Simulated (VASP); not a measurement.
# TiAl (P-6m2) in VASP: a series of runs

The runs below take TiAl through single point, with LDA.

Program: VASP 6.6.1. These are calculated values, not measurements. Logs are shortened: lines on timing, memory, paths and dates and some standing lists are left out, and cuts for length are marked.

### 1 The cell of the first run

The structure is hexagonal, space group P-6m2 (No. 187). Conventional cell: a = 2.812 Å, b = 2.812 Å, c = 4.590 Å, α = 90.00°, β = 90.00°, γ = 120.00°. Within 3.7 Å of Ti (site symmetry -6m2) lie 6 Al at 2.81 Å and 6 Ti at 2.81 Å. Al (site symmetry -6m2) has 6 Ti at 2.81 Å and 6 Al at 2.81 Å within 3.7 Å.

### 2 Single point, LDA, collinear spin, ferromagnetic start

INCAR

```
SYSTEM = TiAl
PREC = Accurate
ENCUT = 520
EDIFF = 1E-7
ISMEAR = 0
SIGMA = 0.15
LREAL = .False.
LASPH = .True.
NELM = 150
ALGO = Normal
ISIF = 2
LWAVE = .False.
LCHARG = .False.
ISPIN = 2
MAGMOM = 0.875 0
LORBIT = 11
NUPDOWN = 0.875
LMAXMIX = 4
NBANDS = 18
```

KPOINTS

```
Automatic mesh
0
Gamma
  21 21 12
  0 0 0
```

POSCAR

```
TiAl
1.0
    2.8120068102      0.0000000000      0.0000000000
   -1.4060034051      2.4352693333      0.0000000000
    0.0000000000      0.0000000000      4.5900455634
Ti Al
1 1
Direct
    0.0000000000      0.0000000000      0.0000000000
    0.3333333333      0.6666666667      0.5000000000
```

Potentials or basis: VASP PAW LDA potentials, release 64 (Ti_sv, Al).

Command:

```console
$ cat potpaw_LDA.64/Ti_sv/POTCAR potpaw_LDA.64/Al/POTCAR > POTCAR
$ mpirun -np 1 vasp_std > vasp.out
```

OUTCAR:

```text
SYSTEM = TiAl
   PREC = Accurate
   ENCUT = 520
   EDIFF = 1E-7
   ISMEAR = 0
   LREAL = .False.
   LASPH = .True.
   NELM = 150
   ISIF = 2
   ISPIN = 2
   LORBIT = 11
   NUPDOWN = 0.875

 ion  position               nearest neighbor table
   1  0.000  0.000  0.000-   2 2.81   2 2.81   2 2.81   2 2.81   2 2.81   2 2.81
   2  0.333  0.667  0.500-   1 2.81   1 2.81   1 2.81   1 2.81   1 2.81   1 2.81

  LATTYP: Found a hexagonal cell.
 ALAT       =     2.8120068102
 C/A-ratio  =     1.6323024350

  Lattice vectors:

 A1 = (   2.8120068102,   0.0000000000,   0.0000000000)
 A2 = (  -1.4060034051,   2.4352693333,   0.0000000000)
 A3 = (   0.0000000000,   0.0000000000,   4.5900455634)

Analysis of symmetry for initial positions (statically):
=====================================================================
 Subroutine PRICEL returns:
 Original cell was already a primitive cell.

 Routine SETGRP: Setting up the symmetry group for a
 hexagonal supercell.

 Subroutine GETGRP returns: Found 12 space group operations
 (whereof 12 operations were pure point group operations)
 out of a pool of 24 trial point group operations.

The static configuration has the point symmetry D_3h.

Analysis of symmetry for dynamics (positions and initial velocities):
=====================================================================
 Subroutine PRICEL returns:
 Original cell was already a primitive cell.

 Routine SETGRP: Setting up the symmetry group for a
 hexagonal supercell.

 Subroutine GETGRP returns: Found 12 space group operations
 (whereof 12 operations were pure point group operations)
 out of a pool of 24 trial point group operations.

The dynamic configuration has the point symmetry D_3h.

Analysis of structural, dynamic, and magnetic symmetry:
=====================================================================
 Subroutine PRICEL returns:
 Original cell was already a primitive cell.

 Routine SETGRP: Setting up the symmetry group for a
 hexagonal supercell.

 Subroutine GETGRP returns: Found 12 space group operations
 (whereof 12 operations were pure point group operations)
 out of a pool of 24 trial point group operations.

The overall configuration has the point symmetry D_3h.

 Subroutine INISYM returns: Found 12 space group operations
 (whereof 12 operations are pure point group operations),
 and found     1 'primitive' translations

----------------------------------------------------------------------------------------

                                     Primitive cell

  volume of cell :      31.4326

  direct lattice vectors                    reciprocal lattice vectors
     2.812006810  0.000000000  0.000000000     0.355617915  0.205316099  0.000000000
    -1.406003405  2.435269333  0.000000000     0.000000000  0.410632198  0.000000000
     0.000000000  0.000000000  4.590045563     0.000000000  0.000000000  0.217862761

  length of vectors
     2.812006810  2.812006810  4.590045563     0.410632198  0.410632198  0.217862761

  position of ions in fractional coordinates (direct lattice)
     0.000000000  0.000000000  0.000000000
     0.333333333  0.666666667  0.500000000

  ion indices of the primitive-cell ions
   primitive index   ion index
                 1           1
                 2           2

----------------------------------------------------------------------------------------

 KPOINTS: Automatic mesh

Automatic generation of k-mesh.
 Grid dimensions read from file:
 generate k-points for:   21   21   12

 Generating k-lattice:

  Cartesian coordinates                     Fractional coordinates (reciprocal lattice)
     0.016934186  0.009776957  0.000000000     0.047619048 -0.000000000  0.000000000
     0.000000000  0.019553914  0.000000000     0.000000000  0.047619048  0.000000000
     0.000000000  0.000000000  0.018155230     0.000000000  0.000000000  0.083333333

  Length of vectors
     0.019553914  0.019553914  0.018155230

  Shift w.r.t. Gamma in fractional coordinates (k-lattice)
     0.000000000  0.000000000  0.000000000

 Subroutine IBZKPT returns following result:
 ===========================================

 Found    336 irreducible k-points:

 Following reciprocal coordinates:
            Coordinates               Weight
  0.000000  0.000000  0.000000      1.000000
  0.047619 -0.000000  0.000000      6.000000
  0.095238  0.000000  0.000000      6.000000
  0.142857  0.000000  0.000000      6.000000
  0.190476  0.000000  0.000000      6.000000
  0.238095  0.000000  0.000000      6.000000
[... 16 lines left out ...]
  0.142857  0.095238  0.000000     12.000000
  0.190476  0.095238  0.000000     12.000000
 [... further k-points ...]
   k-points           NKPTS =    336   k-points in BZ     NKDIM =    336   number of bands    NBANDS=     18
   number of dos      NEDOS =    301   number of ions     NIONS =      2
   total plane-waves  NPLWV =  20736
   dimension x,y,z NGX =    24 NGY =   24 NGZ =   36
   dimension x,y,z NGXF=    48 NGYF=   48 NGZF=   72
   ions per type =               1   1
   NGX,Y,Z   is equivalent  to a cutoff of  14.19, 14.19, 13.04 a.u.
   NGXF,Y,Z  is equivalent  to a cutoff of  28.38, 28.38, 26.08 a.u.
 SYSTEM =  TiAl
   PREC   = accura    normal or accurate (medium, high low for compatibility)
   ISTART =      0    job   : 0-new  1-cont  2-samecut
   ICHARG =      2    charge: 1-file 2-atom 10-const
   ISPIN  =      2    spin polarized calculation?
   LNONCOLLINEAR =      F non collinear calculations
   LSORBIT =      F    spin-orbit coupling
   LASPH  =      T    aspherical Exc in radial PAW
   ENCUT  =  520.0 eV  38.22 Ry    6.18 a.u.   5.23  5.23  8.53*2*pi/ulx,y,z
   NELM   =    150;   NELMIN=  2; NELMDL= -5     # of ELM steps
   EDIFF  = 0.1E-06   stopping-criterion for ELM
   LREAL  =      F    real-space projection
   EDIFFG = 0.1E-05   stopping-criterion for IOM
   NSW    =      0    number of steps for IOM
   IBRION =     -1    ionic relax: 0-MD 1-quasi-New 2-CG
   NFREE  =      0    steps in history (QN), initial steepest desc. (CG)
   ISIF   =      2    stress and relaxation
   ISYM   =      2    0-nonsym 1-usesym 2-fastsym
   POTIM  = 0.5000    time-step for ionic-motion
   TEBEG  =    0.0;   TEEND  =   0.0 temperature during run
   PSTRESS=    0.0 pullay stress
   NELECT =      15.0000    total number of electrons
   NUPDOWN=       0.8750    fix difference up-down
   EMIN   =  10.00;   EMAX   =-10.00  energy-range for DOS
   EFERMI =   0.00;   METHOD = LEGACY
   ISMEAR =     0;   SIGMA  =   0.15  broadening in eV -4-tet -1-fermi 0-gaus
   EFERMI_NEDOS =   21; number of points for ismear=-14 and -15
   IALGO  =     38    algorithm
   IMIX   =      4    mixing-type and parameters
     AMIX     =   0.40;   BMIX     =  1.00
     AMIX_MAG =   1.60;   BMIX_MAG =  1.00
  volume/ion in A,a.u.               =      15.72       106.06
  Fermi-wavevector in a.u.,A,eV,Ry     =   1.279318  2.417560 22.268032  1.636654
  Thomas-Fermi vector in A             =   2.411810
   LORBIT       =     11    0 simple, 1 ext, 2 COOP (PROOUT), +10 PAW based schemes
   GGA     = CA    functional components
   LHFCALC =     F    Hartree Fock is set to
   AEXX    =    0.0000 exact exchange contribution
   IVDW    =     0    specifies the selected vdW correction
   LEPSILON=     F    determine dielectric tensor
   LRPA    =     F    only Hartree local field effects (RPA)
 spin polarized calculation
 Gauss-broadening in eV      SIGMA  =   0.15
  energy-cutoff  :      520.00
  volume of cell :       31.43
 maximum number of plane-waves:       860
 NGX is ok and might be reduce to    24
   NGX = 11   NGY = 11   NGZ = 17

 number of electron      15.0000004 magnetization       0.8750000

 Free energy of the ion-electron system (eV)
  ---------------------------------------------------
  ext. energy  EPLUGINS =         0.00000000
  ---------------------------------------------------
  free energy    TOTEN  =       -13.18409084 eV

  energy without entropy =      -13.16602845  energy(sigma->0) =      -13.17505965

 E-fermi :   8.1355     XC(G=0): -11.3964

 val. band max:        8.5857083259   @ k =   0.3333   0.2381   0.0833
 cond. band min:       8.1401387129   @ k =   0.1429   0.0000   0.3333
 fundamental gap:     -0.4455696129
 Fermi energy:         8.5907888933

 spin component 1

 k-point     1 :       0.0000    0.0000    0.0000
  band No.  band energies     occupation
      1     -47.6184      1.00000
      2     -24.3335      1.00000
      3     -23.8410      1.00000
      4     -23.8410      1.00000
      5      -1.0365      1.00000
      6       5.6701      1.00000
[... 10 lines left out ...]
     17      22.5660      0.00000
     18      25.7688      0.00000
[... 463 lines left out ...]
 k-point    24 :       0.1905    0.0952    0.0000
  band No.  band energies     occupation
      1     -47.5542      1.00000
      2     -24.2725      1.00000
      3     -24.1977      1.00000
      4     -23.9402      1.00000
      5       0.5643      1.00000
      6       6.4030      1.00000
[... 10 lines left out ...]
     17      23.8070      0.00000
     18      25.0328      0.00000

 [... further k-points ...]

 spin component 2

 k-point     1 :       0.0000    0.0000    0.0000
  band No.  band energies     occupation
      1     -47.1898      1.00000
      2     -23.9472      1.00000
      3     -23.3938      1.00000
      4     -23.3938      1.00000
      5      -0.8195      1.00000
      6       6.1740      1.00000
[... 10 lines left out ...]
     17      23.0033      0.00000
     18      25.9937      0.00000
[... 463 lines left out ...]
 k-point    24 :       0.1905    0.0952    0.0000
  band No.  band energies     occupation
      1     -47.1261      1.00000
      2     -23.8861      1.00000
      3     -23.7477      1.00000
      4     -23.4923      1.00000
      5       0.7778      1.00000
      6       6.6979      1.00000
[... 10 lines left out ...]
     17      24.0629      0.00000
     18      25.3690      0.00000

 [... further k-points ...]
[... 5 lines left out ...]
  --------------------------------------------------------------------------------------
  -------------------------------------------------------------------------------------
  Total        0.3731702      0.3731702     -0.2681201      0.0000000     -0.0000000      0.0000000
  in kB       19.0211695     19.0211695    -13.6665710      0.0000000     -0.0000000      0.0000000
  external PRESSURE =       8.1252560 kB  Pullay stress =       0.0000000 kB

 VOLUME and BASIS-vectors are now :
 -----------------------------------------------------------------------------
  energy-cutoff  :      520.00
  volume of cell :       31.43
      direct lattice vectors                 reciprocal lattice vectors
     2.812006810  0.000000000  0.000000000     0.355617915  0.205316099  0.000000000
    -1.406003405  2.435269333  0.000000000     0.000000000  0.410632198  0.000000000
     0.000000000  0.000000000  4.590045563     0.000000000  0.000000000  0.217862761

 POSITION                                       TOTAL-FORCE (eV/Angst)
 -----------------------------------------------------------------------------------
      0.00000      0.00000      0.00000        -0.000000      0.000000      0.000000
     -0.00000      1.62351      2.29502         0.000000     -0.000000      0.000000
 -----------------------------------------------------------------------------------
    total drift:                                0.000000     -0.000000      0.000000

  FREE ENERGIE OF THE ION-ELECTRON SYSTEM (eV)
  ---------------------------------------------------
  free  energy   TOTEN  =       -13.1840908446 eV

  energy  without entropy=      -13.1660284526  energy(sigma->0) =      -13.17505965

 total charge

# of ion       s       p       d       tot
------------------------------------------
    1        2.230   6.142   1.986  10.358
    2        0.440   0.402   0.000   0.843
--------------------------------------------------
tot          2.671   6.544   1.986  11.200

 magnetization (x)

# of ion       s       p       d       tot
------------------------------------------
    1        0.008   0.048   0.471   0.527
    2        0.003   0.022   0.000   0.025
--------------------------------------------------
tot          0.011   0.070   0.471   0.552
```

Run time: 9.6 min. Hardware: 1 thread of Oxide Virtual Turin-like, shared host; peak memory 0.34 GiB.

Results:

* Free energy: -13.1841 eV
* Pressure: 0.8 GPa
* Net moment: 0.88 μB per cell
* Site moments: Ti +0.53; Al +0.03 μB
* Valence electrons inside the program's atomic spheres: Ti 10.36; Al 0.84

Caveat: the total moment is fixed, so each spin has its own Fermi level.

[end of part 1 of 2]
